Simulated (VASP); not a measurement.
# MoN2 (P4bm) in VASP: single point with PBEsol

Aim: the single point of MoN2 with PBEsol.

All numbers are computed with VASP 6.6.1; they aren't measurements. Logs are shortened: lines on timing, memory, paths and dates and some standing lists are left out, and cuts for length are marked.

### Step 1. The cell of the first run

The structure is tetragonal, space group P4bm (No. 100). Conventional cell: a = 4.287 Å, b = 4.287 Å, c = 2.728 Å, α = 90.00°, β = 90.00°, γ = 90.00°. Within 2.8 Å of Mo (site symmetry 4) lie 8 N at 2.13 to 2.28 Å and 2 Mo at 2.73 Å. N (site symmetry m) has 1 N at 1.37 Å within 1.8 Å.

### Step 2. Single point, PBEsol (all N atoms moved +0.125 Å, as atom 3 along Cartesian [0 0 1])

INCAR reads:

```
  PREC = Accurate
  ENCUT = 520
  EDIFF = 1E-6
  ISMEAR = 0
  SIGMA = 0.15
  LREAL = F
  LASPH = T
  NELM = 60
  ALGO = Normal
  ISIF = 2
  LWAVE = F
  LCHARG = F
  GGA = PS
  NBANDS = 33
```

KPOINTS reads:

```
regular mesh
0
Gamma
  12 12 18
```

POSCAR reads:

```
MoN2
1.0
    4.2866467491      0.0000000000      0.0000000000
    0.0000000000      4.2866467491      0.0000000000
    0.0000000000      0.0000000000      2.7284347069
Mo N
2 4
Direct
    0.5000000000      0.5000000000      0.0000000000
    0.0000000000      0.0000000000      0.0000000000
    0.8872955619      0.3872955619      0.5458138139
    0.1127044381      0.6127044381      0.5458138139
    0.3872955619      0.1127044381      0.5458138139
    0.6127044381      0.8872955619      0.5458138139
```

Potentials or basis: VASP PAW PBE potentials, release 64 (Mo_sv, N).

On the command line:

```bash
$ cat potpaw_PBE.64/Mo_sv/POTCAR potpaw_PBE.64/N/POTCAR > POTCAR
$ mpirun -np 1 vasp_std > vasp.out
```

OUTCAR:

```text
PREC = Accurate
   ENCUT = 520
   EDIFF = 1E-6
   ISMEAR = 0
   LREAL = F
   LASPH = T
   NELM = 60
   ISIF = 2
   GGA = PS

 ion  position               nearest neighbor table
   1  0.500  0.500  0.000-   3 2.13   4 2.13   5 2.13   6 2.13   3 2.28   4 2.28   5 2.28   6 2.28
                             2 3.03   2 3.03   2 3.03   2 3.03
   2  0.000  0.000  0.000-   3 2.13   4 2.13   5 2.13   6 2.13   3 2.28   4 2.28   5 2.28   6 2.28
                             1 3.03   1 3.03   1 3.03   1 3.03
   3  0.887  0.387  0.546-   4 1.37   2 2.13   1 2.13   1 2.28   2 2.28
   4  0.113  0.613  0.546-   3 1.37   2 2.13   1 2.13   1 2.28   2 2.28
   5  0.387  0.113  0.546-   6 1.37   2 2.13   1 2.13   1 2.28   2 2.28
   6  0.613  0.887  0.546-   5 1.37   2 2.13   1 2.13   1 2.28   2 2.28

  LATTYP: Found a simple tetragonal cell.
 ALAT       =     4.2866467491
 C/A-ratio  =     0.6364962794

  Lattice vectors:

 A1 = (   4.2866467491,   0.0000000000,   0.0000000000)
 A2 = (   0.0000000000,   4.2866467491,   0.0000000000)
 A3 = (   0.0000000000,   0.0000000000,   2.7284347069)

Analysis of symmetry for initial positions (statically):
=====================================================================
 Subroutine PRICEL returns:
 Original cell was already a primitive cell.

 Routine SETGRP: Setting up the symmetry group for a
 simple tetragonal supercell.

 Subroutine GETGRP returns: Found  8 space group operations
 (whereof  4 operations were pure point group operations)
 out of a pool of 16 trial point group operations.

The static configuration has the point symmetry     .
 The point group associated with its full space group is C_4v.

Analysis of symmetry for dynamics (positions and initial velocities):
=====================================================================
 Subroutine PRICEL returns:
 Original cell was already a primitive cell.

 Routine SETGRP: Setting up the symmetry group for a
 simple tetragonal supercell.

 Subroutine GETGRP returns: Found  8 space group operations
 (whereof  4 operations were pure point group operations)
 out of a pool of 16 trial point group operations.

The dynamic configuration has the point symmetry C_4v.
 The point group associated with its full space group is C_4v.

 Subroutine INISYM returns: Found  8 space group operations
 (whereof  4 operations are pure point group operations),
 and found     1 'primitive' translations

----------------------------------------------------------------------------------------

                                     Primitive cell

  volume of cell :      50.1359

  direct lattice vectors                    reciprocal lattice vectors
     4.286646749  0.000000000  0.000000000     0.233282577  0.000000000  0.000000000
     0.000000000  4.286646749  0.000000000     0.000000000  0.233282577  0.000000000
     0.000000000  0.000000000  2.728434707     0.000000000  0.000000000  0.366510511

  length of vectors
     4.286646749  4.286646749  2.728434707     0.233282577  0.233282577  0.366510511

  position of ions in fractional coordinates (direct lattice)
     0.500000000  0.500000000  0.000000000
     0.000000000  0.000000000  0.000000000
     0.887295562  0.387295562  0.545813814
     0.112704438  0.612704438  0.545813814
     0.387295562  0.112704438  0.545813814
     0.612704438  0.887295562  0.545813814

  ion indices of the primitive-cell ions
   primitive index   ion index
                 1           1
                 2           2
                 3           3
                 4           4
                 5           5
                 6           6

----------------------------------------------------------------------------------------

 KPOINTS: regular mesh

Automatic generation of k-mesh.
 Grid dimensions read from file:
 generate k-points for:   12   12   18

 Generating k-lattice:

  Cartesian coordinates                     Fractional coordinates (reciprocal lattice)
     0.019440215  0.000000000  0.000000000     0.083333333  0.000000000  0.000000000
     0.000000000  0.019440215  0.000000000     0.000000000  0.083333333  0.000000000
     0.000000000  0.000000000  0.020361695     0.000000000  0.000000000  0.055555556

  Length of vectors
     0.019440215  0.019440215  0.020361695

  Shift w.r.t. Gamma in fractional coordinates (k-lattice)
     0.000000000  0.000000000  0.000000000

 Subroutine IBZKPT returns following result:
 ===========================================

 Found    280 irreducible k-points:

 Following reciprocal coordinates:
            Coordinates               Weight
  0.000000  0.000000  0.000000      1.000000
  0.083333  0.000000  0.000000      4.000000
  0.166667  0.000000  0.000000      4.000000
  0.250000  0.000000  0.000000      4.000000
  0.333333  0.000000  0.000000      4.000000
  0.416667  0.000000  0.000000      4.000000
[... 16 lines left out ...]
  0.333333  0.333333  0.000000      4.000000
  0.416667  0.333333  0.000000      8.000000
 [... further k-points ...]
   k-points           NKPTS =    280   k-points in BZ     NKDIM =    280   number of bands    NBANDS=     33
   number of dos      NEDOS =    301   number of ions     NIONS =      6
   total plane-waves  NPLWV =  20480
   dimension x,y,z NGX =    32 NGY =   32 NGZ =   20
   dimension x,y,z NGXF=    64 NGYF=   64 NGZF=   40
   ions per type =               2   4
   NGX,Y,Z   is equivalent  to a cutoff of  12.41, 12.41, 12.19 a.u.
   NGXF,Y,Z  is equivalent  to a cutoff of  24.82, 24.82, 24.37 a.u.
 SYSTEM =  unknown system
   PREC   = accura    normal or accurate (medium, high low for compatibility)
   ISTART =      0    job   : 0-new  1-cont  2-samecut
   ICHARG =      2    charge: 1-file 2-atom 10-const
   ISPIN  =      1    spin polarized calculation?
   LNONCOLLINEAR =      F non collinear calculations
   LSORBIT =      F    spin-orbit coupling
   LASPH  =      T    aspherical Exc in radial PAW
   ENCUT  =  520.0 eV  38.22 Ry    6.18 a.u.   7.97  7.97  5.07*2*pi/ulx,y,z
   NELM   =     60;   NELMIN=  2; NELMDL= -5     # of ELM steps
   EDIFF  = 0.1E-05   stopping-criterion for ELM
   LREAL  =      F    real-space projection
   EDIFFG = 0.1E-04   stopping-criterion for IOM
   NSW    =      0    number of steps for IOM
   IBRION =     -1    ionic relax: 0-MD 1-quasi-New 2-CG
   NFREE  =      0    steps in history (QN), initial steepest desc. (CG)
   ISIF   =      2    stress and relaxation
   ISYM   =      2    0-nonsym 1-usesym 2-fastsym
   POTIM  = 0.5000    time-step for ionic-motion
   TEBEG  =    0.0;   TEEND  =   0.0 temperature during run
   PSTRESS=    0.0 pullay stress
   NELECT =      48.0000    total number of electrons
   NUPDOWN=      -1.0000    fix difference up-down
   EMIN   =  10.00;   EMAX   =-10.00  energy-range for DOS
   EFERMI =   0.00;   METHOD = LEGACY
   ISMEAR =     0;   SIGMA  =   0.15  broadening in eV -4-tet -1-fermi 0-gaus
   EFERMI_NEDOS =   21; number of points for ismear=-14 and -15
   IALGO  =     38    algorithm
   IMIX   =      4    mixing-type and parameters
     AMIX     =   0.40;   BMIX     =  1.00
     AMIX_MAG =   1.60;   BMIX_MAG =  1.00
  volume/ion in A,a.u.               =       8.36        56.39
  Fermi-wavevector in a.u.,A,eV,Ry     =   1.613512  3.049096 35.421702  2.603422
  Thomas-Fermi vector in A             =   2.708570
   LORBIT       =      0    0 simple, 1 ext, 2 COOP (PROOUT), +10 PAW based schemes
   GGA     = PS    functional components
   LHFCALC =     F    Hartree Fock is set to
   AEXX    =    0.0000 exact exchange contribution
   IVDW    =     0    specifies the selected vdW correction
   LEPSILON=     F    determine dielectric tensor
   LRPA    =     F    only Hartree local field effects (RPA)
 non-spin polarized calculation
 Gauss-broadening in eV      SIGMA  =   0.15
  energy-cutoff  :      520.00
  volume of cell :       50.14
 maximum number of plane-waves:      1384
 NGX is ok and might be reduce to    32
   NGX = 15   NGY = 15   NGZ = 11

 number of electron      48.0000001 magnetization

 Free energy of the ion-electron system (eV)
  ---------------------------------------------------
  ext. energy  EPLUGINS =         0.00000000
  ---------------------------------------------------
  free energy    TOTEN  =       -58.70872853 eV

  energy without entropy =      -58.68831564  energy(sigma->0) =      -58.69852208

 E-fermi :  12.6586     XC(G=0): -14.0959

 val. band max:       12.6502561191   @ k =   0.4167   0.0000   0.1667
 cond. band min:      12.6655293803   @ k =   0.3333   0.1667   0.1111
 fundamental gap:      0.0152732612
 Fermi energy:        12.6585889749

 k-point     1 :       0.0000    0.0000    0.0000
  band No.  band energies     occupation
      1     -49.2612      2.00000
      2     -49.1875      2.00000
      3     -23.5510      2.00000
      4     -23.5510      2.00000
      5     -23.1514      2.00000
      6     -23.1514      2.00000
[... 25 lines left out ...]
     32      18.6489      0.00000
     33      20.2471      0.00000

 k-point     2 :       0.0833    0.0000    0.0000
  band No.  band energies     occupation
      1     -49.2599      2.00000
      2     -49.1887      2.00000
      3     -23.5461      2.00000
      4     -23.5444      2.00000
      5     -23.1604      2.00000
      6     -23.1584      2.00000
[... 25 lines left out ...]
     32      18.5631      0.00000
     33      20.1006      0.00000

 k-point     3 :       0.1667    0.0000    0.0000
  band No.  band energies     occupation
      1     -49.2562      2.00000
      2     -49.1923      2.00000
      3     -23.5313      2.00000
      4     -23.5249      2.00000
      5     -23.1862      2.00000
      6     -23.1789      2.00000
[... 25 lines left out ...]
     32      18.3204      0.00000
     33      19.8949      0.00000

 k-point     4 :       0.2500    0.0000    0.0000
  band No.  band energies     occupation
      1     -49.2503      2.00000
      2     -49.1981      2.00000
      3     -23.5068      2.00000
      4     -23.4938      2.00000
      5     -23.2256      2.00000
      6     -23.2113      2.00000
[... 25 lines left out ...]
     32      17.9705      0.00000
     33      19.8162      0.00000

 k-point     5 :       0.3333    0.0000    0.0000
  band No.  band energies     occupation
      1     -49.2426      2.00000
      2     -49.2057      2.00000
      3     -23.4728      2.00000
      4     -23.4532      2.00000
      5     -23.2744      2.00000
      6     -23.2534      2.00000
[... 604 lines left out ...]
 k-point    22 :       0.5000    0.2500    0.0000
  band No.  band energies     occupation
      1     -49.2239      2.00000
      2     -49.2239      2.00000
      3     -23.5605      2.00000
      4     -23.5605      2.00000
      5     -23.1809      2.00000
      6     -23.1809      2.00000
[... 25 lines left out ...]
     32      16.4360      0.00000
     33      20.6520      0.00000

 k-point    23 :       0.3333    0.3333    0.0000
  band No.  band energies     occupation
      1     -49.2331      2.00000
      2     -49.2146      2.00000
      3     -23.6194      2.00000
      4     -23.5233      2.00000
      5     -23.2203      2.00000
      6     -23.1173      2.00000
[... 25 lines left out ...]
     32      16.6555      0.00000
     33      19.8600      0.00000

 k-point    24 :       0.4167    0.3333    0.0000
  band No.  band energies     occupation
      1     -49.2285      2.00000
      2     -49.2190      2.00000
      3     -23.6209      2.00000
      4     -23.5713      2.00000
      5     -23.1741      2.00000
      6     -23.1206      2.00000
[... 25 lines left out ...]
     32      16.3767      0.00000
     33      20.1840      0.00000

 [... further k-points ...]
[... 5 lines left out ...]
  --------------------------------------------------------------------------------------
  -------------------------------------------------------------------------------------
  Total        1.1165986      1.1165986      1.1575190      0.0000000      0.0000000      0.0000000
  in kB       35.6827802     35.6827802     36.9904608      0.0000000      0.0000000      0.0000000
  external PRESSURE =      36.1186738 kB  Pullay stress =       0.0000000 kB

 VOLUME and BASIS-vectors are now :
 -----------------------------------------------------------------------------
  energy-cutoff  :      520.00
  volume of cell :       50.14
      direct lattice vectors                 reciprocal lattice vectors
     4.286646749  0.000000000  0.000000000     0.233282577  0.000000000  0.000000000
     0.000000000  4.286646749  0.000000000     0.000000000  0.233282577  0.000000000
     0.000000000  0.000000000  2.728434707     0.000000000  0.000000000  0.366510511

 POSITION                                       TOTAL-FORCE (eV/Angst)
 -----------------------------------------------------------------------------------
      2.14332      2.14332      0.00000        -0.000000     -0.000000      0.789423
      0.00000      0.00000      0.00000        -0.000000     -0.000000      0.789423
      3.80352      1.66020      1.48922        -0.049449     -0.049449     -0.394712
      0.48312      2.62645      1.48922         0.049449      0.049449     -0.394712
      1.66020      0.48312      1.48922        -0.049449      0.049449     -0.394712
      2.62645      3.80352      1.48922         0.049449     -0.049449     -0.394712
 -----------------------------------------------------------------------------------
    total drift:                                0.000000     -0.000000      0.000482

  FREE ENERGIE OF THE ION-ELECTRON SYSTEM (eV)
  ---------------------------------------------------
  free  energy   TOTEN  =       -58.7087285285 eV

  energy  without entropy=      -58.6883156407  energy(sigma->0) =      -58.69852208
```

Run time: 5.6 min. Hardware: 1 thread of Intel Xeon Platinum 8488C (Sapphire Rapids), shared host; peak memory 0.43 GiB.

What came out:

```
Free energy            : -58.7087 eV
Pressure               : 3.6 GPa
Largest force          : 0.789 eV/Å
Band gap on the k mesh : zero (bands 24 and 25 overlap by 2.66 eV)
```

Forces in eV/Å, atoms in the order of the input:
```
Mo   0.000  0.000  0.789
Mo   0.000  0.000  0.789
N   -0.049 -0.049 -0.395
N    0.049  0.049 -0.395
N   -0.049  0.049 -0.395
N    0.049 -0.049 -0.395
```

Caveat: the cell differs from its parent crystal (all N atoms moved +0.125 Å, as atom 3 along Cartesian [0 0 1]); the cell stands under pressure; the PAW data sets were made with another functional, which shifts forces and pressure a little.
